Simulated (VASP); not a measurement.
# GaN (Pm-3n) in VASP: further runs

The runs below take GaN through single point, relaxation of cell and atoms, with PBE.

All numbers are computed with VASP 6.6.1; they aren't measurements. Logs are shortened: lines on timing, memory, paths and dates and some standing lists are left out, and cuts for length are marked.

## Step 1: The cell of the first run

It takes space group Pm-3n (No. 223, cubic). Conventional cell: a = 5.571 Å, b = 5.571 Å, c = 5.571 Å, α = 90.00°, β = 90.00°, γ = 90.00°. Ga (site symmetry -4m2) has 4 N at 1.97 Å within 2.6 Å. Within 2.6 Å of N (site symmetry -4m2) lie 4 Ga at 1.97 Å.

The cell was generated, and may not be a known phase.

## Step 2: Single point, PBE

INCAR reads:

```
ALGO = Normal
EDIFF = 1E-7
ENCUT = 520
GGA = PE
ISIF = 2
ISMEAR = 0
LASPH = True
LCHARG = True
LELF = True
LREAL = False
LVHAR = True
LWAVE = False
NBANDS = 66
NELM = 80
PREC = Accurate
SIGMA = 0.02
```

KPOINTS reads:

```
k-points
0
Gamma
  6 6 6
```

POSCAR reads:

```
GaN
1.0
    5.5714751910      0.0000000000      0.0000000000
    0.0000000000      5.5714751910      0.0000000000
    0.0000000000      0.0000000000      5.5714751910
Ga N
6 6
Direct
    0.5000000000      0.0000000000      0.7500000000
    0.7500000000      0.5000000000      0.0000000000
    0.0000000000      0.7500000000      0.5000000000
    0.5000000000      0.0000000000      0.2500000000
    0.2500000000      0.5000000000      0.0000000000
    0.0000000000      0.2500000000      0.5000000000
    0.0000000000      0.5000000000      0.7500000000
    0.7500000000      0.0000000000      0.5000000000
    0.5000000000      0.7500000000      0.0000000000
    0.0000000000      0.5000000000      0.2500000000
    0.2500000000      0.0000000000      0.5000000000
    0.5000000000      0.2500000000      0.0000000000
```

Potentials or basis: VASP PAW PBE potentials, release 64 (Ga_d, N).

On the command line:

```
$ cat potpaw_PBE.64/Ga_d/POTCAR potpaw_PBE.64/N/POTCAR > POTCAR
$ mpirun -np 1 vasp_std > vasp.out
```

OUTCAR:

```text
EDIFF = 1E-7
   ENCUT = 520
   GGA = PE
   ISIF = 2
   ISMEAR = 0
   LASPH = True
   LREAL = False
   NELM = 80
   PREC = Accurate

 ion  position               nearest neighbor table
   1  0.500  0.000  0.750-   8 1.97   9 1.97  11 1.97  12 1.97   4 2.79   4 2.79
   2  0.750  0.500  0.000-   7 1.97   9 1.97  10 1.97  12 1.97   5 2.79   5 2.79
   3  0.000  0.750  0.500-   7 1.97   8 1.97  10 1.97  11 1.97   6 2.79   6 2.79
   4  0.500  0.000  0.250-   8 1.97   9 1.97  11 1.97  12 1.97   1 2.79   1 2.79
   5  0.250  0.500  0.000-   7 1.97   9 1.97  10 1.97  12 1.97   2 2.79   2 2.79
   6  0.000  0.250  0.500-   7 1.97   8 1.97  10 1.97  11 1.97   3 2.79   3 2.79
   7  0.000  0.500  0.750-   2 1.97   3 1.97   5 1.97   6 1.97
   8  0.750  0.000  0.500-   1 1.97   3 1.97   4 1.97   6 1.97
   9  0.500  0.750  0.000-   1 1.97   2 1.97   4 1.97   5 1.97
  10  0.000  0.500  0.250-   2 1.97   3 1.97   5 1.97   6 1.97
  11  0.250  0.000  0.500-   1 1.97   3 1.97   4 1.97   6 1.97
  12  0.500  0.250  0.000-   1 1.97   2 1.97   4 1.97   5 1.97

  LATTYP: Found a simple cubic cell.
 ALAT       =     5.5714751910

  Lattice vectors:

 A1 = (   5.5714751910,   0.0000000000,   0.0000000000)
 A2 = (   0.0000000000,   5.5714751910,   0.0000000000)
 A3 = (   0.0000000000,   0.0000000000,   5.5714751910)

Analysis of symmetry for initial positions (statically):
=====================================================================
 Subroutine PRICEL returns:
 Original cell was already a primitive cell.

 Routine SETGRP: Setting up the symmetry group for a
 simple cubic supercell.

 Subroutine GETGRP returns: Found 48 space group operations
 (whereof 24 operations were pure point group operations)
 out of a pool of 48 trial point group operations.

The static configuration has the point symmetry T_h .
 The point group associated with its full space group is O_h .

Analysis of symmetry for dynamics (positions and initial velocities):
=====================================================================
 Subroutine PRICEL returns:
 Original cell was already a primitive cell.

 Routine SETGRP: Setting up the symmetry group for a
 simple cubic supercell.

 Subroutine GETGRP returns: Found 48 space group operations
 (whereof 24 operations were pure point group operations)
 out of a pool of 48 trial point group operations.

The dynamic configuration has the point symmetry T_h .
 The point group associated with its full space group is O_h .

 Subroutine INISYM returns: Found 48 space group operations
 (whereof 24 operations are pure point group operations),
 and found     1 'primitive' translations

----------------------------------------------------------------------------------------

                                     Primitive cell

  volume of cell :     172.9460

  direct lattice vectors                    reciprocal lattice vectors
     5.571475191  0.000000000  0.000000000     0.179485678  0.000000000  0.000000000
     0.000000000  5.571475191  0.000000000     0.000000000  0.179485678  0.000000000
     0.000000000  0.000000000  5.571475191     0.000000000  0.000000000  0.179485678

  length of vectors
     5.571475191  5.571475191  5.571475191     0.179485678  0.179485678  0.179485678

  position of ions in fractional coordinates (direct lattice)
     0.500000000  0.000000000  0.750000000
     0.750000000  0.500000000  0.000000000
     0.000000000  0.750000000  0.500000000
     0.500000000  0.000000000  0.250000000
     0.250000000  0.500000000  0.000000000
     0.000000000  0.250000000  0.500000000
     0.000000000  0.500000000  0.750000000
     0.750000000  0.000000000  0.500000000
     0.500000000  0.750000000  0.000000000
     0.000000000  0.500000000  0.250000000
     0.250000000  0.000000000  0.500000000
     0.500000000  0.250000000  0.000000000

  ion indices of the primitive-cell ions
   primitive index   ion index
                 1           1
                 2           2
                 3           3
                 4           4
                 5           5
                 6           6
                 7           7
                 8           8
                 9           9
                10          10
                11          11
                12          12

----------------------------------------------------------------------------------------

 KPOINTS: k-points

Automatic generation of k-mesh.
 Grid dimensions read from file:
 generate k-points for:    6    6    6

 Generating k-lattice:

  Cartesian coordinates                     Fractional coordinates (reciprocal lattice)
     0.029914280  0.000000000  0.000000000     0.166666667  0.000000000  0.000000000
     0.000000000  0.029914280  0.000000000     0.000000000  0.166666667  0.000000000
     0.000000000  0.000000000  0.029914280     0.000000000  0.000000000  0.166666667

  Length of vectors
     0.029914280  0.029914280  0.029914280

  Shift w.r.t. Gamma in fractional coordinates (k-lattice)
     0.000000000  0.000000000  0.000000000

 Subroutine IBZKPT returns following result:
 ===========================================

 Found     20 irreducible k-points:

 Following reciprocal coordinates:
            Coordinates               Weight
  0.000000  0.000000  0.000000      1.000000
  0.166667  0.000000  0.000000      6.000000
  0.333333  0.000000  0.000000      6.000000
  0.500000  0.000000  0.000000      3.000000
  0.166667  0.166667  0.000000     12.000000
  0.333333  0.166667  0.000000     24.000000
[... 12 lines left out ...]
  0.500000  0.500000  0.333333      6.000000
  0.500000  0.500000  0.500000      1.000000
   k-points           NKPTS =     20   k-points in BZ     NKDIM =     20   number of bands    NBANDS=     66
   number of dos      NEDOS =    301   number of ions     NIONS =     12
   total plane-waves  NPLWV =  74088
   dimension x,y,z NGX =    42 NGY =   42 NGZ =   42
   dimension x,y,z NGXF=    84 NGYF=   84 NGZF=   84
   ions per type =               6   6
   NGX,Y,Z   is equivalent  to a cutoff of  12.53, 12.53, 12.53 a.u.
   NGXF,Y,Z  is equivalent  to a cutoff of  25.06, 25.06, 25.06 a.u.
 SYSTEM =  unknown system
   PREC   = accura    normal or accurate (medium, high low for compatibility)
   ISTART =      0    job   : 0-new  1-cont  2-samecut
   ICHARG =      2    charge: 1-file 2-atom 10-const
   ISPIN  =      1    spin polarized calculation?
   LNONCOLLINEAR =      F non collinear calculations
   LSORBIT =      F    spin-orbit coupling
   LASPH  =      T    aspherical Exc in radial PAW
   ENCUT  =  520.0 eV  38.22 Ry    6.18 a.u.  10.36 10.36 10.36*2*pi/ulx,y,z
   NELM   =     80;   NELMIN=  2; NELMDL= -5     # of ELM steps
   EDIFF  = 0.1E-06   stopping-criterion for ELM
   LREAL  =      F    real-space projection
   EDIFFG = 0.1E-05   stopping-criterion for IOM
   NSW    =      0    number of steps for IOM
   IBRION =     -1    ionic relax: 0-MD 1-quasi-New 2-CG
   NFREE  =      0    steps in history (QN), initial steepest desc. (CG)
   ISIF   =      2    stress and relaxation
   ISYM   =      2    0-nonsym 1-usesym 2-fastsym
   POTIM  = 0.5000    time-step for ionic-motion
   TEBEG  =    0.0;   TEEND  =   0.0 temperature during run
   PSTRESS=    0.0 pullay stress
   NELECT =     108.0000    total number of electrons
   NUPDOWN=      -1.0000    fix difference up-down
   EMIN   =  10.00;   EMAX   =-10.00  energy-range for DOS
   EFERMI =   0.00;   METHOD = LEGACY
   ISMEAR =     0;   SIGMA  =   0.02  broadening in eV -4-tet -1-fermi 0-gaus
   EFERMI_NEDOS =   21; number of points for ismear=-14 and -15
   IALGO  =     38    algorithm
   IMIX   =      4    mixing-type and parameters
     AMIX     =   0.40;   BMIX     =  1.00
     AMIX_MAG =   1.60;   BMIX_MAG =  1.00
  volume/ion in A,a.u.               =      14.41        97.26
  Fermi-wavevector in a.u.,A,eV,Ry     =   1.399306  2.644304 26.640969  1.958056
  Thomas-Fermi vector in A             =   2.522378
   LORBIT       =      0    0 simple, 1 ext, 2 COOP (PROOUT), +10 PAW based schemes
   GGA     = PE    functional components
   LHFCALC =     F    Hartree Fock is set to
   AEXX    =    0.0000 exact exchange contribution
   IVDW    =     0    specifies the selected vdW correction
   LEPSILON=     F    determine dielectric tensor
   LRPA    =     F    only Hartree local field effects (RPA)
 non-spin polarized calculation
 Gauss-broadening in eV      SIGMA  =   0.02
  energy-cutoff  :      520.00
  volume of cell :      172.95
 maximum number of plane-waves:      4700
 NGX is ok and might be reduce to    42
   NGX = 21   NGY = 21   NGZ = 21

 number of electron     107.9999937 magnetization

 Free energy of the ion-electron system (eV)
  ---------------------------------------------------
  ext. energy  EPLUGINS =         0.00000000
  ---------------------------------------------------
  free energy    TOTEN  =       -71.39355242 eV

  energy without entropy =      -71.39355242  energy(sigma->0) =      -71.39355242

 E-fermi :   3.4281     XC(G=0): -10.0052

 val. band max:        3.3185101318   @ k =   0.0000   0.0000   0.0000
 cond. band min:       4.8188857785   @ k =   0.0000   0.0000   0.0000
 fundamental gap:      1.5003756468
 Fermi energy:         3.4280519162

 k-point     1 :       0.0000    0.0000    0.0000
  band No.  band energies     occupation
      1     -12.3898      2.00000
      2     -11.6015      2.00000
      3     -11.6015      2.00000
      4     -11.5150      2.00000
      5     -11.5150      2.00000
      6     -11.5150      2.00000
[... 58 lines left out ...]
     65      11.0197      0.00000
     66      11.0207      0.00000

 k-point     2 :       0.1667    0.0000    0.0000
  band No.  band energies     occupation
      1     -12.3390      2.00000
      2     -11.6759      2.00000
      3     -11.5818      2.00000
      4     -11.5117      2.00000
      5     -11.5117      2.00000
      6     -11.4858      2.00000
[... 1300 lines left out ...]
     65      10.4723      0.00000
     66      10.4723      0.00000

------------------------ aborting loop because EDIFF is reached ----------------------------------------

  FORCE on cell =-STRESS in cart. coord.  units (eV):
  Direction    XX          YY          ZZ          XY          YZ          ZX
  --------------------------------------------------------------------------------------
  -------------------------------------------------------------------------------------
  Total        0.1562188      0.1562188      0.1562188     -0.0000000     -0.0000000     -0.0000000
  in kB        1.4472155      1.4472155      1.4472155     -0.0000000     -0.0000000     -0.0000000
  external PRESSURE =       1.4472155 kB  Pullay stress =       0.0000000 kB

 VOLUME and BASIS-vectors are now :
 -----------------------------------------------------------------------------
  energy-cutoff  :      520.00
  volume of cell :      172.95
      direct lattice vectors                 reciprocal lattice vectors
     5.571475191  0.000000000  0.000000000     0.179485678  0.000000000  0.000000000
     0.000000000  5.571475191  0.000000000     0.000000000  0.179485678  0.000000000
     0.000000000  0.000000000  5.571475191     0.000000000  0.000000000  0.179485678

 POSITION                                       TOTAL-FORCE (eV/Angst)
 -----------------------------------------------------------------------------------
      2.78574      0.00000      4.17861        -0.000000     -0.000000     -0.000000
      4.17861      2.78574      0.00000        -0.000000      0.000000     -0.000000
      0.00000      4.17861      2.78574         0.000000      0.000000     -0.000000
      2.78574      0.00000      1.39287        -0.000000      0.000000      0.000000
      1.39287      2.78574      0.00000         0.000000     -0.000000      0.000000
      0.00000      1.39287      2.78574        -0.000000      0.000000      0.000000
      0.00000      2.78574      4.17861         0.000000      0.000000      0.000000
      4.17861      0.00000      2.78574         0.000000      0.000000     -0.000000
      2.78574      4.17861      0.00000         0.000000     -0.000000     -0.000000
      0.00000      2.78574      1.39287         0.000000      0.000000     -0.000000
      1.39287      0.00000      2.78574        -0.000000     -0.000000      0.000000
      2.78574      1.39287      0.00000        -0.000000      0.000000     -0.000000
 -----------------------------------------------------------------------------------
    total drift:                                0.000000      0.000000     -0.000000

  FREE ENERGIE OF THE ION-ELECTRON SYSTEM (eV)
  ---------------------------------------------------
  free  energy   TOTEN  =       -71.3935524246 eV

  energy  without entropy=      -71.3935524246  energy(sigma->0) =      -71.39355242
```

Run time: 7.9 min. Hardware: 1 thread of Intel Xeon Platinum 8375C at 2.90GHz (Ice Lake), shared host; peak memory 0.34 GiB.

Results:

| Quantity | Value |
| --- | --- |
| Free energy | -71.3936 eV |
| Pressure | 0.1 GPa |
| Band gap on the k mesh | 1.50 eV |

## Step 3: Relaxation of cell and atoms, PBE

This run uses another cell than the first one, of 11.82 Å³/atom.

INCAR reads:

```
  ALGO = Normal
  EDIFF = 1E-6
  EDIFFG = -0.04
  ENCUT = 600
  GGA = PE
  IBRION = 2
  ISIF = 3
  ISMEAR = 0
  LASPH = T
  LCHARG = F
  LREAL = F
  LWAVE = F
  NELM = 80
  NSW = 90
  PREC = Accurate
  SIGMA = 0.1
```

KPOINTS reads:

```
k-points
0
Gamma
  4 4 4
```

Edit POSCAR of step 2 so:

```diff
@@ -2,5 +2,5 @@
 1.0
-    5.5714751910      0.0000000000      0.0000000000
-    0.0000000000      5.5714751910      0.0000000000
-    0.0000000000      0.0000000000      5.5714751910
+    5.2153367800      0.0000000000      0.0000000000
+    0.0000000000      5.2153367800      0.0000000000
+    0.0000000000      0.0000000000      5.2153367800
 Ga N
```

Potentials or basis: VASP PAW PBE potentials, release 64 (Ga_d, N).

On the command line:

```
$ cat potpaw_PBE.64/Ga_d/POTCAR potpaw_PBE.64/N/POTCAR > POTCAR
$ mpirun -np 1 vasp_std > vasp.out
```

OUTCAR:

```text
EDIFF = 1E-6
   EDIFFG = -0.04
   ENCUT = 600
   GGA = PE
   IBRION = 2
   ISIF = 3
   ISMEAR = 0
   LASPH = T
   LREAL = F
   NELM = 80
   NSW = 90
   PREC = Accurate

 ion  position               nearest neighbor table
   1  0.500  0.000  0.750-   8 1.84   9 1.84  11 1.84  12 1.84   4 2.61   4 2.61
   2  0.750  0.500  0.000-   7 1.84   9 1.84  10 1.84  12 1.84   5 2.61   5 2.61
   3  0.000  0.750  0.500-   7 1.84   8 1.84  10 1.84  11 1.84   6 2.61   6 2.61
   4  0.500  0.000  0.250-   8 1.84   9 1.84  11 1.84  12 1.84   1 2.61   1 2.61
   5  0.250  0.500  0.000-   7 1.84   9 1.84  10 1.84  12 1.84   2 2.61   2 2.61
   6  0.000  0.250  0.500-   7 1.84   8 1.84  10 1.84  11 1.84   3 2.61   3 2.61
   7  0.000  0.500  0.750-   2 1.84   3 1.84   5 1.84   6 1.84
   8  0.750  0.000  0.500-   1 1.84   3 1.84   4 1.84   6 1.84
   9  0.500  0.750  0.000-   1 1.84   2 1.84   4 1.84   5 1.84
  10  0.000  0.500  0.250-   2 1.84   3 1.84   5 1.84   6 1.84
[... 189 lines left out ...]
 Free energy of the ion-electron system (eV)
  ---------------------------------------------------
  ext. energy  EPLUGINS =         0.00000000
  ---------------------------------------------------
  free energy    TOTEN  =       -67.98730944 eV

  energy without entropy =      -67.98730944  energy(sigma->0) =      -67.98730944

 E-fermi :   5.8145     XC(G=0): -10.9877

 val. band max:        5.3800564624   @ k =   0.0000   0.0000   0.0000
 cond. band min:       7.4804896651   @ k =   0.0000   0.0000   0.0000
 fundamental gap:      2.1004332026
 Fermi energy:         5.8145197658
[... 1482 lines left out ...]
--------------------------------------- Ionic step        4  -------------------------------------------

 number of electron     107.9999938 magnetization

 Free energy of the ion-electron system (eV)
  ---------------------------------------------------
  ext. energy  EPLUGINS =         0.00000000
  ---------------------------------------------------
  free energy    TOTEN  =       -71.37231970 eV

  energy without entropy =      -71.37231970  energy(sigma->0) =      -71.37231970

 E-fermi :   3.7377     XC(G=0):  -9.9916

 val. band max:        3.2944940224   @ k =   0.0000   0.0000   0.0000
 cond. band min:       4.7830814297   @ k =   0.0000   0.0000   0.0000
 fundamental gap:      1.4885874073
 Fermi energy:         3.7377360493
[... 707 lines left out ...]
  FREE ENERGIE OF THE ION-ELECTRON SYSTEM (eV)
  ---------------------------------------------------
  free  energy   TOTEN  =       -71.3723196967 eV

  energy  without entropy=      -71.3723196967  energy(sigma->0) =      -71.37231970

 reached required accuracy - stopping structural energy minimisation
```

OSZICAR:

```text
N       E                     dE             d eps       ncg     rms          rms(c)
DAV:   1     0.154647390577E+04    0.15465E+04   -0.52561E+04  1496   0.342E+03
DAV:   2     0.302663658835E+03   -0.12438E+04   -0.11776E+04  1280   0.952E+02
DAV:   3    -0.487697471428E+02   -0.35143E+03   -0.33850E+03  1584   0.298E+02
DAV:   4    -0.825357924358E+02   -0.33766E+02   -0.33506E+02  1448   0.984E+01
[... 45 lines left out ...]
DAV:   3    -0.713726170050E+02    0.39924E-02   -0.87805E-03  1776   0.140E+00    0.732E-02
DAV:   4    -0.713724887673E+02    0.12824E-03   -0.14581E-03  1320   0.213E-01    0.671E-02
DAV:   5    -0.713723955272E+02    0.93240E-04   -0.10324E-04  1848   0.591E-02    0.414E-02
DAV:   6    -0.713723199037E+02    0.75624E-04   -0.10300E-04  1680   0.111E-01    0.714E-03
DAV:   7    -0.713723196967E+02    0.20699E-06   -0.55681E-06  1408   0.244E-02
   4 F= -.71372320E+02 E0= -.71372320E+02  d E =-.338501E+01
```

Wall time 11 min (1 thread of Intel Xeon Platinum 8375C at 2.90GHz (Ice Lake), shared host); peak memory 0.3 GiB.

Results:

```
Free energy                           : -71.3723 eV
Relaxed volume                        : 14.45 Å³/atom
Relaxed cell                          : a = 5.577 Å, b = 5.577 Å, c = 5.577 Å, α = 90.00°, β = 90.00°, γ = 90.00°
Space group after relaxing (to 0.1 Å) : Pm-3n (No. 223)
Energy gained by relaxing             : 282.1 meV/atom
Ionic steps                           : 4
Pressure after relaxing               : -0.3 GPa
Band gap on the k mesh                : 1.49 eV
```

The path:
```tsv
step	energy change (eV)	largest force (eV/Å)	pressure (GPa)	volume (Å³)
1	0.0000	0.0000	41.25	141.86
2	-0.5936	0.0000	-18.18	213.97
3	-3.3822	0.0000	-0.81	174.23
4	-3.3850	0.0000	-0.27	173.42
```

Final structure:
```cif
data_structure
_symmetry_space_group_name_H-M 'P 1'
_symmetry_Int_Tables_number 1
_cell_length_a 5.5766
_cell_length_b 5.5766
_cell_length_c 5.5766
_cell_angle_alpha 90.000
_cell_angle_beta 90.000
_cell_angle_gamma 90.000
_cell_volume 173.42
loop_
_atom_site_label
_atom_site_type_symbol
_atom_site_fract_x
_atom_site_fract_y
_atom_site_fract_z
_atom_site_occupancy
Ga1 Ga 0.50000 0.00000 0.75000 1
Ga2 Ga 0.75000 0.50000 0.00000 1
Ga3 Ga 0.00000 0.75000 0.50000 1
Ga4 Ga 0.50000 0.00000 0.25000 1
Ga5 Ga 0.25000 0.50000 0.00000 1
Ga6 Ga 0.00000 0.25000 0.50000 1
N1 N 0.00000 0.50000 0.75000 1
N2 N 0.75000 0.00000 0.50000 1
N3 N 0.50000 0.75000 0.00000 1
N4 N 0.00000 0.50000 0.25000 1
N5 N 0.25000 0.00000 0.50000 1
N6 N 0.50000 0.25000 0.00000 1
```

Caveat: the volume moved by over 15 % at a fixed basis, so the end points are rough.
